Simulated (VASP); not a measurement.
# Cu in VASP: notebook

Runs on Cu. Level: PBEsol. Tasks: single point, relaxation of cell and atoms.

All numbers are computed with VASP 6.6.1; they aren't measurements. Logs are shortened: lines on timing, memory, paths and dates and some standing lists are left out, and cuts for length are marked.

**1. The cell of the first run**

It takes space group Fm-3m (No. 225, cubic). The conventional cell has a = 3.563 Å, b = 3.563 Å, c = 3.563 Å, α = 90.00°, β = 90.00°, γ = 90.00°. Within 3.3 Å of Cu (site symmetry m-3m) lie 12 Cu at 2.52 Å.

**2. Single point, PBEsol**

INCAR

```
ALGO = Normal
EDIFF = 1E-7
ENCUT = 520
GGA = PS
ISIF = 2
ISMEAR = 0
LASPH = True
LCHARG = False
LREAL = False
LWAVE = False
NBANDS = 54
NELM = 60
PREC = Accurate
SIGMA = 0.1
```

KPOINTS

```
k-points
0
Gamma
  6 6 6
```

POSCAR

```
Cu
1.0
    0.0000000000      3.5634123785     -3.5634123785
   -3.5634123785      0.0000000000     -3.5634123785
   -3.5634123785      3.5634123785      0.0000000000
Cu
8
Direct
    0.5000000000      0.5000000000      0.0000000000
    0.0000000000      0.5000000000      0.0000000000
    0.5000000000      0.0000000000      0.0000000000
    0.0000000000      0.0000000000      0.0000000000
    0.5000000000      0.5000000000      0.5000000000
    0.0000000000      0.5000000000      0.5000000000
    0.5000000000      0.0000000000      0.5000000000
    0.0000000000      0.0000000000      0.5000000000
```

Potentials or basis: VASP PAW PBE potentials, release 64 (Cu).

Launch:

```sh
cat potpaw_PBE.64/Cu/POTCAR > POTCAR
mpirun -np 1 vasp_std > vasp.out
```

OUTCAR:

```text
EDIFF = 1E-7
   ENCUT = 520
   GGA = PS
   ISIF = 2
   ISMEAR = 0
   LASPH = True
   LREAL = False
   NELM = 60
   PREC = Accurate

 ion  position               nearest neighbor table
   1  0.500  0.500  0.000-   2 2.52   3 2.52   5 2.52   5 2.52   6 2.52   7 2.52   3 2.52   4 2.52
                             7 2.52   2 2.52   4 2.52   6 2.52
   2  0.000  0.500  0.000-   1 2.52   4 2.52   6 2.52   5 2.52   6 2.52   8 2.52   3 2.52   4 2.52
                             8 2.52   1 2.52   3 2.52   5 2.52
   3  0.500  0.000  0.000-   1 2.52   4 2.52   7 2.52   5 2.52   7 2.52   8 2.52   1 2.52   2 2.52
                             5 2.52   2 2.52   4 2.52   8 2.52
   4  0.000  0.000  0.000-   2 2.52   3 2.52   8 2.52   6 2.52   7 2.52   8 2.52   1 2.52   2 2.52
                             6 2.52   1 2.52   3 2.52   7 2.52
   5  0.500  0.500  0.500-   1 2.52   6 2.52   7 2.52   1 2.52   2 2.52   3 2.52   3 2.52   7 2.52
                             8 2.52   2 2.52   6 2.52   8 2.52
   6  0.000  0.500  0.500-   2 2.52   5 2.52   8 2.52   1 2.52   2 2.52   4 2.52   4 2.52   7 2.52
                             8 2.52   1 2.52   5 2.52   7 2.52
   7  0.500  0.000  0.500-   3 2.52   5 2.52   8 2.52   1 2.52   3 2.52   4 2.52   1 2.52   5 2.52
                             6 2.52   4 2.52   6 2.52   8 2.52
   8  0.000  0.000  0.500-   4 2.52   6 2.52   7 2.52   2 2.52   3 2.52   4 2.52   2 2.52   5 2.52
                             6 2.52   3 2.52   5 2.52   7 2.52

  LATTYP: Found a face centered cubic cell.
 ALAT       =     7.1268247570

  Lattice vectors:

 A1 = (   0.0000000000,   3.5634123785,  -3.5634123785)
 A2 = (  -3.5634123785,   0.0000000000,  -3.5634123785)
 A3 = (  -3.5634123785,   3.5634123785,   0.0000000000)

Analysis of symmetry for initial positions (statically):
=====================================================================
 Subroutine PRICEL returns following result:

  LATTYP: Found a face centered cubic cell.
 ALAT       =     3.5634123785

  Lattice vectors:

 A1 = (   0.0000000000,   1.7817061892,  -1.7817061892)
 A2 = (  -1.7817061892,   0.0000000000,  -1.7817061892)
 A3 = (  -1.7817061892,   1.7817061892,   0.0000000000)

   8 primitive cells build up your supercell.

 Routine SETGRP: Setting up the symmetry group for a
 face centered cubic supercell.

 Subroutine GETGRP returns: Found 48 space group operations
 (whereof 48 operations were pure point group operations)
 out of a pool of 48 trial point group operations.

The static configuration has the point symmetry O_h .

Analysis of symmetry for dynamics (positions and initial velocities):
=====================================================================
 Subroutine PRICEL returns following result:

  LATTYP: Found a face centered cubic cell.
 ALAT       =     3.5634123785

  Lattice vectors:

 A1 = (   0.0000000000,   1.7817061892,  -1.7817061892)
 A2 = (  -1.7817061892,   0.0000000000,  -1.7817061892)
 A3 = (  -1.7817061892,   1.7817061892,   0.0000000000)

   8 primitive cells build up your supercell.

 Routine SETGRP: Setting up the symmetry group for a
 face centered cubic supercell.

 Subroutine GETGRP returns: Found 48 space group operations
 (whereof 48 operations were pure point group operations)
 out of a pool of 48 trial point group operations.

The dynamic configuration has the point symmetry O_h .

 Subroutine INISYM returns: Found 48 space group operations
 (whereof 48 operations are pure point group operations),
 and found     8 'primitive' translations

----------------------------------------------------------------------------------------

                                     Primitive cell

  volume of cell :      11.3120

  direct lattice vectors                    reciprocal lattice vectors
     0.000000000  1.781706189 -1.781706189     0.280629883  0.280629883 -0.280629883
    -1.781706189  0.000000000 -1.781706189    -0.280629883 -0.280629883 -0.280629883
    -1.781706189  1.781706189  0.000000000    -0.280629883  0.280629883  0.280629883

  length of vectors
     2.519713057  2.519713057  2.519713057     0.486065216  0.486065216  0.486065216

  position of ions in fractional coordinates (direct lattice)
     0.000000000  0.000000000  0.000000000

  ion indices of the primitive-cell ions
   primitive index   ion index
                 1           1

----------------------------------------------------------------------------------------

 KPOINTS: k-points

Automatic generation of k-mesh.
 Grid dimensions read from file:
 generate k-points for:    6    6    6

 Generating k-lattice:

  Cartesian coordinates                     Fractional coordinates (reciprocal lattice)
     0.023385824  0.023385824 -0.023385824     0.166666667  0.000000000  0.000000000
    -0.023385824 -0.023385824 -0.023385824     0.000000000  0.166666667  0.000000000
    -0.023385824  0.023385824  0.023385824     0.000000000  0.000000000  0.166666667

  Length of vectors
     0.040505435  0.040505435  0.040505435

  Shift w.r.t. Gamma in fractional coordinates (k-lattice)
     0.000000000  0.000000000  0.000000000

 Subroutine IBZKPT returns following result:
 ===========================================

 Found     16 irreducible k-points:

 Following reciprocal coordinates:
            Coordinates               Weight
  0.000000  0.000000  0.000000      1.000000
  0.166667  0.000000  0.000000      8.000000
  0.333333  0.000000  0.000000      8.000000
  0.500000  0.000000  0.000000      4.000000
  0.166667  0.166667  0.000000      6.000000
  0.333333  0.166667  0.000000     24.000000
[... 8 lines left out ...]
 -0.333333  0.333333  0.166667     24.000000
 -0.333333  0.500000  0.166667     12.000000
   k-points           NKPTS =     16   k-points in BZ     NKDIM =     16   number of bands    NBANDS=     54
   number of dos      NEDOS =    301   number of ions     NIONS =      8
   total plane-waves  NPLWV =  64000
   dimension x,y,z NGX =    40 NGY =   40 NGZ =   40
   dimension x,y,z NGXF=    80 NGYF=   80 NGZF=   80
   ions per type =               8
   NGX,Y,Z   is equivalent  to a cutoff of  13.20, 13.20, 13.20 a.u.
   NGXF,Y,Z  is equivalent  to a cutoff of  26.39, 26.39, 26.39 a.u.
 SYSTEM =  unknown system
   PREC   = accura    normal or accurate (medium, high low for compatibility)
   ISTART =      0    job   : 0-new  1-cont  2-samecut
   ICHARG =      2    charge: 1-file 2-atom 10-const
   ISPIN  =      1    spin polarized calculation?
   LNONCOLLINEAR =      F non collinear calculations
   LSORBIT =      F    spin-orbit coupling
   LASPH  =      T    aspherical Exc in radial PAW
   ENCUT  =  520.0 eV  38.22 Ry    6.18 a.u.   9.37  9.37  9.37*2*pi/ulx,y,z
   NELM   =     60;   NELMIN=  2; NELMDL= -5     # of ELM steps
   EDIFF  = 0.1E-06   stopping-criterion for ELM
   LREAL  =      F    real-space projection
   EDIFFG = 0.1E-05   stopping-criterion for IOM
   NSW    =      0    number of steps for IOM
   IBRION =     -1    ionic relax: 0-MD 1-quasi-New 2-CG
   NFREE  =      0    steps in history (QN), initial steepest desc. (CG)
   ISIF   =      2    stress and relaxation
   ISYM   =      2    0-nonsym 1-usesym 2-fastsym
   POTIM  = 0.5000    time-step for ionic-motion
   TEBEG  =    0.0;   TEEND  =   0.0 temperature during run
   PSTRESS=    0.0 pullay stress
   NELECT =      88.0000    total number of electrons
   NUPDOWN=      -1.0000    fix difference up-down
   EMIN   =  10.00;   EMAX   =-10.00  energy-range for DOS
   EFERMI =   0.00;   METHOD = LEGACY
   ISMEAR =     0;   SIGMA  =   0.10  broadening in eV -4-tet -1-fermi 0-gaus
   EFERMI_NEDOS =   21; number of points for ismear=-14 and -15
   IALGO  =     38    algorithm
   IMIX   =      4    mixing-type and parameters
     AMIX     =   0.40;   BMIX     =  1.00
     AMIX_MAG =   1.60;   BMIX_MAG =  1.00
  volume/ion in A,a.u.               =      11.31        76.34
  Fermi-wavevector in a.u.,A,eV,Ry     =   1.621908  3.064962 35.791304  2.630587
  Thomas-Fermi vector in A             =   2.715608
   LORBIT       =      0    0 simple, 1 ext, 2 COOP (PROOUT), +10 PAW based schemes
   GGA     = PS    functional components
   LHFCALC =     F    Hartree Fock is set to
   AEXX    =    0.0000 exact exchange contribution
   IVDW    =     0    specifies the selected vdW correction
   LEPSILON=     F    determine dielectric tensor
   LRPA    =     F    only Hartree local field effects (RPA)
 non-spin polarized calculation
 Gauss-broadening in eV      SIGMA  =   0.10
  energy-cutoff  :      520.00
  volume of cell :       90.50
 maximum number of plane-waves:      2457
 NGX is ok and might be reduce to    40
   NGX = 19   NGY = 19   NGZ = 19

 number of electron      88.0000108 magnetization

 Free energy of the ion-electron system (eV)
  ---------------------------------------------------
  ext. energy  EPLUGINS =         0.00000000
  ---------------------------------------------------
  free energy    TOTEN  =       -34.44723041 eV

  energy without entropy =      -34.43784769  energy(sigma->0) =      -34.44253905

 E-fermi :   7.8583     XC(G=0): -13.1622

 val. band max:        7.7612297320   @ k =   0.1667   0.1667   0.0000
 cond. band min:       7.8765387191   @ k =  -0.3333   0.3333   0.0000
 fundamental gap:      0.1153089872
 Fermi energy:         7.8582512206

 k-point     1 :       0.0000    0.0000    0.0000
  band No.  band energies     occupation
      1      -1.7786      2.00000
      2       2.6002      2.00000
      3       2.6002      2.00000
      4       2.6002      2.00000
      5       2.6002      2.00000
      6       2.7948      2.00000
[... 46 lines left out ...]
     53      15.3445      0.00000
     54      15.3445      0.00000

 k-point     2 :       0.1667    0.0000    0.0000
  band No.  band energies     occupation
      1      -1.5184      2.00000
      2       2.4299      2.00000
      3       2.7260      2.00000
      4       2.7260      2.00000
      5       2.7260      2.00000
      6       2.8786      2.00000
[... 46 lines left out ...]
     53      16.1066      0.00000
     54      16.1066      0.00000

 k-point     3 :       0.3333    0.0000    0.0000
  band No.  band energies     occupation
      1      -0.7598      2.00000
      2       1.6754      2.00000
      3       3.0456      2.00000
      4       3.0456      2.00000
      5       3.0456      2.00000
      6       3.1030      2.00000
[... 46 lines left out ...]
     53      17.1183      0.00000
     54      17.1183      0.00000
[... 628 lines left out ...]
 k-point    15 :      -0.3333    0.3333    0.1667
  band No.  band energies     occupation
      1       1.0040      2.00000
      2       1.0040      2.00000
      3       2.3913      2.00000
      4       2.3913      2.00000
      5       3.6027      2.00000
      6       3.6027      2.00000
[... 46 lines left out ...]
     53      17.8542      0.00000
     54      17.8542      0.00000

 k-point    16 :      -0.3333    0.5000    0.1667
  band No.  band energies     occupation
      1       1.3384      2.00000
      2       1.3384      2.00000
      3       2.0882      2.00000
      4       2.0882      2.00000
      5       3.6580      2.00000
      6       3.6580      2.00000
[... 46 lines left out ...]
     53      17.0416      0.00000
     54      17.0416      0.00000

------------------------ aborting loop because EDIFF is reached ----------------------------------------

  FORCE on cell =-STRESS in cart. coord.  units (eV):
  Direction    XX          YY          ZZ          XY          YZ          ZX
  --------------------------------------------------------------------------------------
  -------------------------------------------------------------------------------------
  Total        0.3531308      0.3531308      0.3531308      0.0000000      0.0000000     -0.0000000
  in kB        6.2519848      6.2519848      6.2519848      0.0000000      0.0000000     -0.0000000
  external PRESSURE =       6.2519848 kB  Pullay stress =       0.0000000 kB

 VOLUME and BASIS-vectors are now :
 -----------------------------------------------------------------------------
  energy-cutoff  :      520.00
  volume of cell :       90.50
      direct lattice vectors                 reciprocal lattice vectors
     0.000000000  3.563412378 -3.563412378     0.140314942  0.140314942 -0.140314942
    -3.563412378  0.000000000 -3.563412378    -0.140314942 -0.140314942 -0.140314942
    -3.563412378  3.563412378  0.000000000    -0.140314942  0.140314942  0.140314942

 POSITION                                       TOTAL-FORCE (eV/Angst)
 -----------------------------------------------------------------------------------
     -1.78171      1.78171     -3.56341        -0.000000      0.000000     -0.000000
     -1.78171      0.00000     -1.78171         0.000000      0.000000     -0.000000
      0.00000      1.78171     -1.78171         0.000000      0.000000      0.000000
      0.00000      0.00000      0.00000        -0.000000     -0.000000      0.000000
     -3.56341      3.56341     -3.56341         0.000000     -0.000000     -0.000000
     -3.56341      1.78171     -1.78171        -0.000000     -0.000000     -0.000000
     -1.78171      3.56341     -1.78171         0.000000     -0.000000      0.000000
     -1.78171      1.78171      0.00000        -0.000000     -0.000000      0.000000
 -----------------------------------------------------------------------------------
    total drift:                               -0.000000     -0.000000     -0.000000

  FREE ENERGIE OF THE ION-ELECTRON SYSTEM (eV)
  ---------------------------------------------------
  free  energy   TOTEN  =       -34.4472304119 eV

  energy  without entropy=      -34.4378476930  energy(sigma->0) =      -34.44253905
```

It took 2 min on 1 thread of Intel Xeon 8259CL, shared host; peak memory 0.25 GiB.

Results:

- Free energy: -34.4472 eV
- Pressure: 0.6 GPa
- Band gap on the k mesh: zero (bands 44 and 45 overlap by 2.13 eV)

Caveat: the PAW data sets were made with another functional, which shifts forces and pressure a little.

[end of part 1 of 3]
